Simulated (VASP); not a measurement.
GaP: single point with PBE

GaP:

```
CELL_PARAMETERS angstrom
0.00000 2.72547 2.65356
2.65356 0.00000 2.65356
2.65356 2.72547 0.00000
ATOMIC_POSITIONS crystal
Ga 0.00000 0.00000 0.00000
P 0.75000 0.75000 0.75000
```

This cell differs from its parent crystal: volume 19.191 Å^3 an atom, c/a of the conventional cell 1.0271.

```json
{"Program": "VASP 6.6.1", "Task": "single point", "Functional": "PBE", "Potentials or basis": "VASP PAW PBE potentials, release 64 (Ga_d, P)", "Cutoff": "520 eV", "k mesh": "10 × 10 × 10", "Occupations": "gaussian, width 0.05 eV", "Spin": "no spin polarisation"}
```

```yaml
Pressure: 7.7 GPa
Band_gap_on_the_k_mesh: 1.38 eV, indirect (least direct gap 2.21 eV)
```

Stress tensor (GPa, compression positive):
```
8.36 0.00 0.00
0.00 6.29 0.00
0.00 0.00 8.36
```

Levels at points of the mesh, in eV from the valence-band top:
| k point | band 5 | band 6 | band 7 | band 8 | band 9 | band 10 | band 11 | band 12 | band 13 | band 14 |
| --- | --- | --- | --- | --- | --- | --- | --- | --- | --- | --- |
| (0.00, 0.00, 0.00) | -14.59 | -12.96 | -0.16 | 0.00 | 0.00 | 2.21 | 3.80 | 3.80 | 3.86 | 8.98 |
| (0.50, 0.00, 0.00) | -14.58 | -10.71 | -7.00 | -1.37 | -1.13 | 1.76 | 4.56 | 4.76 | 8.33 | 11.21 |
| (0.50, 0.50, 0.00) | -14.56 | -9.70 | -7.00 | -3.00 | -2.98 | 1.42 | 1.62 | 10.85 | 10.91 | 11.71 |
| (0.50, 0.00, 0.50) | -14.57 | -9.83 | -7.19 | -2.79 | -2.79 | 1.62 | 1.89 | 10.96 | 10.96 | 11.47 |

Wall time 24 s on 1 thread of Intel(R) Xeon(R) 6975P-C (Granite Rapids), with other jobs on the host, peak memory 0.2 GiB.

 A k mesh can miss the band edges.
